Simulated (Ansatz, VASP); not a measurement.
# BaTiO3: VASP beside Ansatz

INCAR

```
SYSTEM = BaTiO3
PREC = Accurate
ENCUT = 520
EDIFF = 1E-7
ISMEAR = -1
SIGMA = 0.05
LREAL = .False.
LASPH = .True.
NELM = 100
ALGO = Normal
ISIF = 2
LWAVE = .False.
LCHARG = .False.
NBANDS = 28
```

KPOINTS

```
regular mesh
0
Gamma
  8 8 8
  0 0 0
```

The input POSCAR:

```
BaTiO3
1.0
    4.0073000000     -0.0200365000     -0.0200365000
   -0.0200365000      4.0073000000     -0.0200365000
   -0.0200365000     -0.0200365000      4.0073000000
Ba Ti O
1 1 3
Direct
    0.5000000000      0.5000000000      0.5000000000
    0.0000000000      0.0000000000      0.0000000000
    0.5000000000      0.0000000000      0.0000000000
    0.0000000000      0.5000000000      0.0000000000
    0.0000000000      0.0000000000      0.5000000000
```

Input for Ansatz:

```yaml
crystal:
  lattice:
    - [4.0073, -0.0200365, -0.0200365]
    - [-0.0200365, 4.0073, -0.0200365]
    - [-0.0200365, -0.0200365, 4.0073]
  atoms:
    - { symbol: Ba, position: [0.5, 0.5, 0.5] }
    - { symbol: Ti, position: [0.0, 0.0, 0.0] }
    - { symbol: O, position: [0.5, 0.0, 0.0] }
    - { symbol: O, position: [0.0, 0.5, 0.0] }
    - { symbol: O, position: [0.0, 0.0, 0.5] }
kpoints:
  mp_grid: { grid: [8, 8, 8] }
  band_path:
    path:
      - [0.0, 0.0, 0.0]
      - [0.5, 0.0, 0.0]
      - [0.5, -0.5, 0.5]
      - [0.4901240068, -0.5098759932, 0.4901240068]
      - [0.4901240068, 0.4901240068, 0.4901240068]
      - [0.0, 0.0, 0.0]
      - [0.5, -0.5, 0.0]
    npoints: 5
scf:
  occupations: { method: fermi_dirac, width: 0.05 }
hamiltonian:
  xc: lda
  pseudopotentials: { kind: all_electron, lapw: { basis_error: 0.001 } }
output:
  forces: true
  stress: true
  eigenvalues: true
```

Change from the starting cell: equal xy, yz and zx shear strains of -1 %.

Alike in both runs: task single point; functional LDA; k mesh 8 × 8 × 8; occupations fermi-dirac, width 0.05 eV; no spin polarisation.

|  | VASP | Ansatz |
| --- | --- | --- |
| version | VASP 6.6.1 | Ansatz 0.2.0 |
| potentials or method | VASP PAW LDA potentials, release 64 (Ba_sv, Ti_sv, O), cutoff 520 eV | all-electron LAPW, scalar-relativistic |

|  | VASP | Ansatz | Ansatz less VASP |
| --- | --- | --- | --- |
| pressure (GPa) | -7.4 | -9.4 | -1.97 |
| traceless stress, the component that is largest in VASP (GPa) | 1.23 | 1.20 | -0.037 |

LDA's correlation is that of Perdew and Zunger in VASP and of Perdew and Wang (1992) in Ansatz. Ansatz ran all-electron here, and VASP with PAW potentials.

Neither program's run includes spin-orbit coupling.
